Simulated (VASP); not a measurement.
# Ni (P6_3/mmc) in VASP: relaxation of cell and atoms with LDA

Aim: the relaxation of cell and atoms of Ni with LDA.

Program: VASP 6.6.1. These are calculated values, not measurements. Logs are shortened: lines on timing, memory, paths and dates and some standing lists are left out, and cuts for length are marked.

## (1) The cell of the first run

The structure is hexagonal, space group P6_3/mmc (No. 194). The conventional cell has a = 2.056 Å, b = 2.056 Å, c = 3.376 Å, α = 90.00°, β = 90.00°, γ = 120.00°. Ni (site symmetry -6m2) has 12 Ni at 2.06 Å within 2.7 Å.

This isn't the form of Ni at room conditions, which is fcc.

## (2) Relaxation of cell and atoms, LDA, collinear spin, ferromagnetic start, target pressure 390 GPa, at which the enthalpy is minimised

INCAR reads:

```
SYSTEM = Ni
  PREC = Accurate
  ENCUT = 600
  EDIFF = 1E-6
  ISMEAR = -1
  SIGMA = 0.05
  LREAL = .False.
  LASPH = .True.
  NELM = 150
  ALGO = Normal
  ISIF = 3
  LWAVE = .False.
  LCHARG = .False.
  ISPIN = 2
  MAGMOM = 1 1
  LORBIT = 11
  LMAXMIX = 4
  GGA = CA
  IBRION = 2
  NSW = 32
  EDIFFG = -0.005
  PSTRESS = 3900.0
```

KPOINTS reads:

```
regular mesh
0
Gamma
  21 21 12
  0 0 0
```

POSCAR reads:

```
Ni
1.0
    2.0556601459      0.0000000000      0.0000000000
   -1.0278300730      1.7802539079      0.0000000000
    0.0000000000      0.0000000000      3.3762944194
Ni
2
Direct
    0.3333333333      0.6666666667      0.2500000000
    0.6666666667      0.3333333333      0.7500000000
```

Potentials or basis: VASP PAW LDA potentials, release 64 (Ni).

The run is started by

```sh
$ cat potpaw_LDA.64/Ni/POTCAR > POTCAR
$ mpirun -np 1 vasp_std > vasp.out
```

OUTCAR:

```text
SYSTEM = Ni
   PREC = Accurate
   ENCUT = 600
   EDIFF = 1E-6
   ISMEAR = -1
   LREAL = .False.
   LASPH = .True.
   NELM = 150
   ISIF = 3
   ISPIN = 2
   LORBIT = 11
   GGA = CA
   IBRION = 2
   NSW = 32
   EDIFFG = -0.005
   PSTRESS = 3900.0

 ion  position               nearest neighbor table
   1  0.333  0.667  0.250-   2 2.06   2 2.06   2 2.06   2 2.06   2 2.06   2 2.06   2 2.91   2 2.91
                             2 2.91   2 2.91   2 2.91   2 2.91
   2  0.667  0.333  0.750-   1 2.06   1 2.06   1 2.06   1 2.06   1 2.06   1 2.06   1 2.91   1 2.91
                             1 2.91   1 2.91   1 2.91   1 2.91

  LATTYP: Found a hexagonal cell.
 ALAT       =     2.0556601459
 C/A-ratio  =     1.6424380393

  Lattice vectors:

 A1 = (   2.0556601459,   0.0000000000,   0.0000000000)
 A2 = (  -1.0278300730,   1.7802539079,   0.0000000000)
 A3 = (   0.0000000000,   0.0000000000,   3.3762944194)

Analysis of symmetry for initial positions (statically):
=====================================================================
 Subroutine PRICEL returns:
 Original cell was already a primitive cell.

 Routine SETGRP: Setting up the symmetry group for a
 hexagonal supercell.

 Subroutine GETGRP returns: Found 24 space group operations
 (whereof 12 operations were pure point group operations)
 out of a pool of 24 trial point group operations.

The static configuration has the point symmetry D_3d.
 The point group associated with its full space group is D_6h.

Analysis of symmetry for dynamics (positions and initial velocities):
=====================================================================
 Subroutine PRICEL returns:
 Original cell was already a primitive cell.

 Routine SETGRP: Setting up the symmetry group for a
 hexagonal supercell.

 Subroutine GETGRP returns: Found 24 space group operations
 (whereof 12 operations were pure point group operations)
 out of a pool of 24 trial point group operations.

The dynamic configuration has the point symmetry D_3d.
 The point group associated with its full space group is D_6h.

Analysis of structural, dynamic, and magnetic symmetry:
=====================================================================
 Subroutine PRICEL returns:
 Original cell was already a primitive cell.

 Routine SETGRP: Setting up the symmetry group for a
 hexagonal supercell.

 Subroutine GETGRP returns: Found 24 space group operations
 (whereof 12 operations were pure point group operations)
 out of a pool of 24 trial point group operations.

The overall configuration has the point symmetry D_3d.
 The point group associated with its full space group is D_6h.

 Subroutine INISYM returns: Found 24 space group operations
 (whereof 12 operations are pure point group operations),
 and found     1 'primitive' translations
[... 125 lines left out ...]
   LRPA    =     F    only Hartree local field effects (RPA)
 conjugate gradient relaxation of ions
 spin polarized calculation
  energy-cutoff  :      600.00
  volume of cell :       12.36
 maximum number of plane-waves:       426
   NGX =  9   NGY =  9   NGZ = 13

--------------------------------------- Ionic step        1  -------------------------------------------

 number of electron      20.0000015 magnetization       0.8222803

 Free energy of the ion-electron system (eV)
  ---------------------------------------------------
  ext. energy  EPLUGINS =         0.00000000
  ---------------------------------------------------
  free energy    TOTEN  =        -7.15179783 eV

  energy without entropy =       -7.12918328  energy(sigma->0) =       -7.14049056

------------------------ aborting loop because EDIFF is reached ----------------------------------------

  FORCE on cell =-STRESS in cart. coord.  units (eV):
  Direction    XX          YY          ZZ          XY          YZ          ZX
  --------------------------------------------------------------------------------------
  -------------------------------------------------------------------------------------
  Total       30.2089421     30.2089421     30.2595289     -0.0000000      0.0000000     -0.0000000
  in kB     3917.1709481   3917.1709481   3923.7305005     -0.0000001      0.0000000     -0.0000000
  external PRESSURE =      19.3574656 kB  Pullay stress =    3900.0000000 kB
[... 177 lines left out ...]
--------------------------------------- Ionic step        6  -------------------------------------------

 number of electron      20.0000016 magnetization       0.8216996

 Free energy of the ion-electron system (eV)
  ---------------------------------------------------
  ext. energy  EPLUGINS =         0.00000000
  ---------------------------------------------------
  free energy    TOTEN  =        -7.18581100 eV

  energy without entropy =       -7.16315663  energy(sigma->0) =       -7.17448382

 E-fermi :  20.1717     XC(G=0): -17.2920

 val. band max:       20.1708002086   @ k =   0.2857   0.1905   0.4167
 cond. band min:      20.1724905581   @ k =   0.1905   0.0000   0.1667
 fundamental gap:      0.0016903495
 Fermi energy:        20.1716702008

 spin component 1

 k-point     1 :       0.0000    0.0000    0.0000
  band No.  band energies     occupation
      1       6.6218      1.00000
      2      10.9149      1.00000
      3      15.5136      1.00000
      4      15.6921      1.00000
      5      15.6921      1.00000
      6      16.3706      1.00000
      7      16.3706      1.00000
      8      17.3478      1.00000
      9      17.3478      1.00000
     10      18.8644      1.00000
     11      19.5647      0.99999
     12      19.5647      0.99999
     13      31.4450      0.00000
     14      47.0823      0.00000
[... 403 lines left out ...]
      4      13.9127      1.00000
      5      15.6716      1.00000
      6      15.9210      1.00000
      7      16.9165      1.00000
      8      17.0979      1.00000
      9      17.8009      1.00000
     10      18.4669      1.00000
     11      19.8282      0.99896
     12      27.0618      0.00000
     13      31.5549      0.00000
     14      39.8714      0.00000
     15      43.2948      0.00000

 [... further k-points ...]

 spin component 2

 k-point     1 :       0.0000    0.0000    0.0000
  band No.  band energies     occupation
      1       6.6918      1.00000
      2      11.1730      1.00000
      3      15.9210      1.00000
      4      16.0918      1.00000
      5      16.0918      1.00000
      6      16.7865      1.00000
      7      16.7865      1.00000
      8      17.7580      1.00000
      9      17.7580      1.00000
     10      18.9387      1.00000
     11      20.0067      0.96438
     12      20.0067      0.96438
     13      31.7517      0.00000
     14      47.1169      0.00000
[... 448 lines left out ...]
  energy  without entropy=       -7.1631566271  energy(sigma->0) =       -7.17448382

  enthalpy is  TOTEN    =        22.9246277732 eV   P V=       30.1104387773

 reached required accuracy - stopping structural energy minimisation

 total charge

# of ion       s       p       d       tot
------------------------------------------
    1        0.844   1.265   8.979  11.088
    2        0.844   1.265   8.979  11.088
--------------------------------------------------
tot          1.689   2.529  17.957  22.175

 magnetization (x)

# of ion       s       p       d       tot
------------------------------------------
    1       -0.003  -0.015   0.408   0.390
    2       -0.003  -0.015   0.408   0.390
--------------------------------------------------
tot         -0.006  -0.029   0.815   0.780
```

OSZICAR:

```text
N       E                     dE             d eps       ncg     rms          rms(c)
DAV:   1     0.881879509833E+02    0.88188E+02   -0.10678E+04 21936   0.247E+03
DAV:   2    -0.610278897417E+01   -0.94291E+02   -0.89676E+02 20258   0.306E+02
DAV:   3    -0.875824907731E+01   -0.26555E+01   -0.26291E+01 23212   0.672E+01
[... 39 lines left out ...]
       N       E                     dE             d eps       ncg     rms          rms(c)
DAV:   1    -0.718581760969E+01   -0.30189E-03   -0.22365E-04 24052   0.143E-01    0.180E-02
DAV:   2    -0.718581280152E+01    0.48082E-05   -0.46314E-06 21810   0.420E-02    0.924E-03
DAV:   3    -0.718581097395E+01    0.18276E-05   -0.15430E-06 16340   0.221E-02    0.253E-03
DAV:   4    -0.718581100418E+01   -0.30223E-07   -0.75790E-07 10452   0.136E-02
   6 F= 0.22924628E+02 E0= 0.22935955E+02  d E =-.451327E-05  mag=     0.8218
```

Wall time 8.1 min (1 thread of Intel Xeon 8259CL, shared host); peak memory 0.23 GiB.

Results:

```yaml
Free_energy: -7.1858 eV
Relaxed_volume: 6.18 Å³/atom
Relaxed_cell: a = 2.056 Å, b = 2.056 Å, c = 3.379 Å, α = 90.00°, β = 90.00°, γ = 120.00°
Space_group_after_relaxing_to_0.1_Å: P6_3/mmc (No. 194)
Energy_change_on_relaxing_the_run_minimises_the_enthalpy: -17.0 meV/atom
Ionic_steps: 6
Pressure_after_relaxing: 390.0 GPa
Net_moment: 0.82 μB per cell
Site_moments: Ni +0.39 μB
```

Step by step:
```
step  energy change (eV)  largest force (eV/Å)  pressure (GPa)  volume (Å³)
   1              0.0000                0.0000          391.94        12.36
   2             -0.3200                0.0000          373.78        12.49
   3             -0.0351                0.0000          389.92        12.37
   4             -0.0344                0.0000          390.07        12.37
   5             -0.0337                0.0000          390.04        12.37
   6             -0.0340                0.0000          390.02        12.37
```

Final structure:
```cif
data_structure
_symmetry_space_group_name_H-M 'P 1'
_symmetry_Int_Tables_number 1
_cell_length_a 2.0561
_cell_length_b 2.0561
_cell_length_c 3.3788
_cell_angle_alpha 90.000
_cell_angle_beta 90.000
_cell_angle_gamma 120.000
_cell_volume 12.37
loop_
_atom_site_label
_atom_site_type_symbol
_atom_site_fract_x
_atom_site_fract_y
_atom_site_fract_z
_atom_site_occupancy
Ni1 Ni 0.33333 0.66667 0.25000 1
Ni2 Ni 0.66667 0.33333 0.75000 1
```

Levels at points of the mesh, in eV from the Fermi level:
Spin up:
| k point | band 8 | band 9 | band 10 | band 11 | band 12 | band 13 |
| --- | --- | --- | --- | --- | --- | --- |
| (0.00, 0.00, 0.00) | -2.82 | -2.82 | -1.31 | -0.61 | -0.61 | 11.27 |
| (0.00, 0.00, 0.50) | -4.56 | -1.24 | -1.24 | -1.24 | -1.24 | 21.15 |
Spin down:
```tsv
k point	band 8	band 9	band 10	band 11	band 12	band 13
(0.00, 0.00, 0.00)	-2.41	-2.41	-1.23	-0.16	-0.16	11.58
(0.00, 0.00, 0.50)	-4.16	-0.80	-0.80	-0.80	-0.80	21.32
```

Caveat: the cell is relaxed towards a set pressure, so the run minimises the enthalpy, not the energy.
